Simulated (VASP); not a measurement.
# Au (Fm-3m) in VASP: single point with r2SCAN

Aim: the single point of Au with r2SCAN.

Program: VASP 6.6.1. These are calculated values, not measurements. Logs are shortened: lines on timing, memory, paths and dates and some standing lists are left out, and cuts for length are marked.

## Step 1: The cell of the first run

The structure is cubic, space group Fm-3m (No. 225). Conventional cell: a = 4.102 Å, b = 4.102 Å, c = 4.102 Å, α = 90.00°, β = 90.00°, γ = 90.00°. Within 3.8 Å of Au (site symmetry m-3m) lie 12 Au at 2.90 Å.

## Step 2: Single point, r2SCAN

POSCAR

```
Au
1.0
    0.0000000000      2.0510412800      2.0510412800
    2.0510412800      0.0000000000      2.0510412800
    2.0510412800      2.0510412800      0.0000000000
Au
1
Direct
    0.0000000000      0.0000000000      0.0000000000
```

INCAR.step1

```
SYSTEM = Au
PREC = Accurate ; ENCUT = 520
ISMEAR = -1 ; SIGMA = 0.1
LREAL = .FALSE. ; LASPH = .TRUE.
NELM = 100 ; NBANDS = 12
GGA = PE ; ALGO = Normal
EDIFF = 1E-4 ; LWAVE = .TRUE.
LCHARG = .FALSE.
```

INCAR.step2

```
SYSTEM = Au
PREC = Accurate ; ENCUT = 520
EDIFF = 1E-7 ; ISMEAR = -1
SIGMA = 0.1 ; LREAL = .FALSE.
LASPH = .TRUE. ; NELM = 100
ALGO = Normal ; ISIF = 2
LWAVE = .FALSE. ; LCHARG = .FALSE.
METAGGA = R2SCAN ; LMIXTAU = .TRUE.
NBANDS = 12 ; ISTART = 1
```

KPOINTS

```
Automatic mesh
0
G
  14 14 14
  0 0 0
```

Potentials or basis: VASP PAW PBE potentials, release 64 (Au).

The run is started by

```
$ cat potpaw_PBE.64/Au/POTCAR > POTCAR
$ cp INCAR.step1 INCAR
$ mpirun -np 1 vasp_std > vasp.out
$ cp INCAR.step2 INCAR
$ mpirun -np 1 vasp_std > vasp.out
```

OUTCAR:

```text
SYSTEM = Au
   PREC = Accurate
   ENCUT = 520
   EDIFF = 1E-7
   ISMEAR = -1
   LREAL = .FALSE.
   LASPH = .TRUE.
   NELM = 100
   ISIF = 2
   METAGGA = R2SCAN
   ISTART = 1

 ion  position               nearest neighbor table
   1  0.000  0.000  0.000-

  LATTYP: Found a face centered cubic cell.
 ALAT       =     4.1020825600

  Lattice vectors:

 A1 = (   0.0000000000,   2.0510412800,   2.0510412800)
 A2 = (   2.0510412800,   0.0000000000,   2.0510412800)
 A3 = (   2.0510412800,   2.0510412800,   0.0000000000)

Analysis of symmetry for initial positions (statically):
=====================================================================
 Subroutine PRICEL returns:
 Original cell was already a primitive cell.

 Routine SETGRP: Setting up the symmetry group for a
 face centered cubic supercell.

 Subroutine GETGRP returns: Found 48 space group operations
 (whereof 48 operations were pure point group operations)
 out of a pool of 48 trial point group operations.

The static configuration has the point symmetry O_h .

Analysis of symmetry for dynamics (positions and initial velocities):
=====================================================================
 Subroutine PRICEL returns:
 Original cell was already a primitive cell.

 Routine SETGRP: Setting up the symmetry group for a
 face centered cubic supercell.

 Subroutine GETGRP returns: Found 48 space group operations
 (whereof 48 operations were pure point group operations)
 out of a pool of 48 trial point group operations.

The dynamic configuration has the point symmetry O_h .

 Subroutine INISYM returns: Found 48 space group operations
 (whereof 48 operations are pure point group operations),
 and found     1 'primitive' translations

----------------------------------------------------------------------------------------

                                     Primitive cell

  volume of cell :      17.2565

  direct lattice vectors                    reciprocal lattice vectors
     0.000000000  2.051041280  2.051041280    -0.243778614  0.243778614  0.243778614
     2.051041280  0.000000000  2.051041280     0.243778614 -0.243778614  0.243778614
     2.051041280  2.051041280  0.000000000     0.243778614  0.243778614 -0.243778614

  length of vectors
     2.900610395  2.900610395  2.900610395     0.422236945  0.422236945  0.422236945

  position of ions in fractional coordinates (direct lattice)
     0.000000000  0.000000000  0.000000000

  ion indices of the primitive-cell ions
   primitive index   ion index
                 1           1

----------------------------------------------------------------------------------------

 KPOINTS: Automatic mesh

Automatic generation of k-mesh.
 Grid dimensions read from file:
 generate k-points for:   14   14   14

 Generating k-lattice:

  Cartesian coordinates                     Fractional coordinates (reciprocal lattice)
    -0.017412758  0.017412758  0.017412758     0.071428571  0.000000000  0.000000000
     0.017412758 -0.017412758  0.017412758     0.000000000  0.071428571  0.000000000
     0.017412758  0.017412758 -0.017412758     0.000000000  0.000000000  0.071428571

  Length of vectors
     0.030159782  0.030159782  0.030159782

  Shift w.r.t. Gamma in fractional coordinates (k-lattice)
     0.000000000  0.000000000  0.000000000

 Subroutine IBZKPT returns following result:
 ===========================================

 Found    104 irreducible k-points:

 Following reciprocal coordinates:
            Coordinates               Weight
  0.000000  0.000000  0.000000      1.000000
  0.071429  0.000000  0.000000      8.000000
  0.142857  0.000000  0.000000      8.000000
  0.214286  0.000000  0.000000      8.000000
  0.285714  0.000000  0.000000      8.000000
  0.357143  0.000000  0.000000      8.000000
[... 16 lines left out ...]
  0.214286  0.142857  0.000000     24.000000
  0.285714  0.142857  0.000000     24.000000
 [... further k-points ...]
   k-points           NKPTS =    104   k-points in BZ     NKDIM =    104   number of bands    NBANDS=     12
   number of dos      NEDOS =    301   number of ions     NIONS =      1
   total plane-waves  NPLWV =  13824
   dimension x,y,z NGX =    24 NGY =   24 NGZ =   24
   dimension x,y,z NGXF=    48 NGYF=   48 NGZF=   48
   ions per type =               1
   NGX,Y,Z   is equivalent  to a cutoff of  13.76, 13.76, 13.76 a.u.
   NGXF,Y,Z  is equivalent  to a cutoff of  27.51, 27.51, 27.51 a.u.
 SYSTEM =  Au
   PREC   = accura    normal or accurate (medium, high low for compatibility)
   ISTART =      1    job   : 0-new  1-cont  2-samecut
   ICHARG =      0    charge: 1-file 2-atom 10-const
   ISPIN  =      1    spin polarized calculation?
   LNONCOLLINEAR =      F non collinear calculations
   LSORBIT =      F    spin-orbit coupling
   LASPH  =      T    aspherical Exc in radial PAW
   ENCUT  =  520.0 eV  38.22 Ry    6.18 a.u.   5.39  5.39  5.39*2*pi/ulx,y,z
   NELM   =    100;   NELMIN=  2; NELMDL=  0     # of ELM steps
   EDIFF  = 0.1E-06   stopping-criterion for ELM
   LREAL  =      F    real-space projection
   EDIFFG = 0.1E-05   stopping-criterion for IOM
   NSW    =      0    number of steps for IOM
   IBRION =     -1    ionic relax: 0-MD 1-quasi-New 2-CG
   NFREE  =      0    steps in history (QN), initial steepest desc. (CG)
   ISIF   =      2    stress and relaxation
   ISYM   =      2    0-nonsym 1-usesym 2-fastsym
   POTIM  = 0.5000    time-step for ionic-motion
   TEBEG  =    0.0;   TEEND  =   0.0 temperature during run
   PSTRESS=    0.0 pullay stress
   NELECT =      11.0000    total number of electrons
   NUPDOWN=      -1.0000    fix difference up-down
   EMIN   =  10.00;   EMAX   =-10.00  energy-range for DOS
   EFERMI =   0.00;   METHOD = LEGACY
   ISMEAR =    -1;   SIGMA  =   0.10  broadening in eV -4-tet -1-fermi 0-gaus
   EFERMI_NEDOS =   21; number of points for ismear=-14 and -15
   IALGO  =     38    algorithm
   IMIX   =      4    mixing-type and parameters
     AMIX     =   0.40;   BMIX     =  1.00
     AMIX_MAG =   1.60;   BMIX_MAG =  1.00
  volume/ion in A,a.u.               =      17.26       116.45
  Fermi-wavevector in a.u.,A,eV,Ry     =   1.408925  2.662483 27.008527  1.985071
  Thomas-Fermi vector in A             =   2.531033
   LORBIT       =      0    0 simple, 1 ext, 2 COOP (PROOUT), +10 PAW based schemes
   METAGGA = R2SCAN    functional components
   LHFCALC =     F    Hartree Fock is set to
   AEXX    =    0.0000 exact exchange contribution
   IVDW    =     0    specifies the selected vdW correction
   LEPSILON=     F    determine dielectric tensor
   LRPA    =     F    only Hartree local field effects (RPA)
 non-spin polarized calculation
  energy-cutoff  :      520.00
  volume of cell :       17.26
 maximum number of plane-waves:       487
 NGX is ok and might be reduce to    24
   NGX = 11   NGY = 11   NGZ = 11

 number of electron      11.0000001 magnetization

 Free energy of the ion-electron system (eV)
  ---------------------------------------------------
  ext. energy  EPLUGINS =         0.00000000
  ---------------------------------------------------
  free energy    TOTEN  =       -50.59424050 eV

  energy without entropy =      -50.58391995  energy(sigma->0) =      -50.58908023

 E-fermi :   9.0848     XC(G=0): -13.5419

 val. band max:        8.9618098303   @ k =   0.5000   0.0714   0.0000
 cond. band min:       9.1215503104   @ k =   0.5000   0.3571   0.1429
 fundamental gap:      0.1597404801
 Fermi energy:         9.0848024572

 k-point     1 :       0.0000    0.0000    0.0000
  band No.  band energies     occupation
      1      -0.8386      2.00000
      2       4.2368      2.00000
      3       4.2368      2.00000
      4       4.2368      2.00000
      5       5.7363      2.00000
      6       5.7363      2.00000
      7      24.4550      0.00000
      8      28.4743      0.00000
      9      28.4743      0.00000
     10      28.4743      0.00000
     11      33.7118      0.00000
     12      38.0296      0.00000

 k-point     2 :       0.0714    0.0000    0.0000
  band No.  band energies     occupation
      1      -0.6562      2.00000
      2       4.1807      2.00000
      3       4.2982      2.00000
      4       4.2982      2.00000
      5       5.7100      2.00000
      6       5.7100      2.00000
      7      24.6548      0.00000
      8      27.3492      0.00000
      9      28.6797      0.00000
     10      28.6797      0.00000
     11      34.4537      0.00000
     12      36.4212      0.00000

 k-point     3 :       0.1429    0.0000    0.0000
  band No.  band energies     occupation
      1      -0.1364      2.00000
      2       4.0602      2.00000
      3       4.4397      2.00000
      4       4.4397      2.00000
      5       5.6782      2.00000
      6       5.6782      2.00000
      7      24.6316      0.00000
      8      25.6039      0.00000
      9      29.2244      0.00000
     10      29.2244      0.00000
     11      32.9745      0.00000
     12      35.2305      0.00000
[... 286 lines left out ...]
 k-point    23 :       0.2143    0.1429    0.0000
  band No.  band energies     occupation
      1       0.6899      2.00000
      2       3.5979      2.00000
      3       4.7560      2.00000
      4       4.8601      2.00000
      5       5.2806      2.00000
      6       6.0645      2.00000
      7      24.4787      0.00000
      8      26.0741      0.00000
      9      26.7130      0.00000
     10      28.0873      0.00000
     11      31.0138      0.00000
     12      34.7360      0.00000

 k-point    24 :       0.2857    0.1429    0.0000
  band No.  band energies     occupation
      1       1.4227      2.00000
      2       3.5304      2.00000
      3       4.5233      2.00000
      4       4.9318      2.00000
      5       5.8250      2.00000
      6       6.3140      2.00000
      7      21.6116      0.00000
      8      26.0227      0.00000
      9      26.0957      0.00000
     10      28.1716      0.00000
     11      30.9626      0.00000
     12      34.5992      0.00000

 [... further k-points ...]
[... 5 lines left out ...]
  --------------------------------------------------------------------------------------
  -------------------------------------------------------------------------------------
  Total        0.3151013      0.3151013      0.3151013      0.0000000     -0.0000000      0.0000000
  in kB       29.2554997     29.2554997     29.2554997      0.0000000     -0.0000000      0.0000000
  external PRESSURE =      29.2554997 kB  Pullay stress =       0.0000000 kB

 VOLUME and BASIS-vectors are now :
 -----------------------------------------------------------------------------
  energy-cutoff  :      520.00
  volume of cell :       17.26
      direct lattice vectors                 reciprocal lattice vectors
     0.000000000  2.051041280  2.051041280    -0.243778614  0.243778614  0.243778614
     2.051041280  0.000000000  2.051041280     0.243778614 -0.243778614  0.243778614
     2.051041280  2.051041280  0.000000000     0.243778614  0.243778614 -0.243778614

 POSITION                                       TOTAL-FORCE (eV/Angst)
 -----------------------------------------------------------------------------------
      0.00000      0.00000      0.00000         0.000000      0.000000      0.000000
 -----------------------------------------------------------------------------------
    total drift:                               -0.000000      0.000000     -0.000000

  FREE ENERGIE OF THE ION-ELECTRON SYSTEM (eV)
  ---------------------------------------------------
  free  energy   TOTEN  =       -50.5942405050 eV

  energy  without entropy=      -50.5839199535  energy(sigma->0) =      -50.58908023
```

Run time: 37 s. Hardware: 1 thread of Intel Xeon 6975P-C (Granite Rapids), shared host; peak memory 0.15 GiB.

What came out:

```
Free energy : -50.5942 eV
Pressure    : 2.9 GPa
```

Caveat: the PAW data sets were made with another functional, which shifts forces and pressure a little; spin-orbit coupling is left out, which moves the levels of the heavy elements.
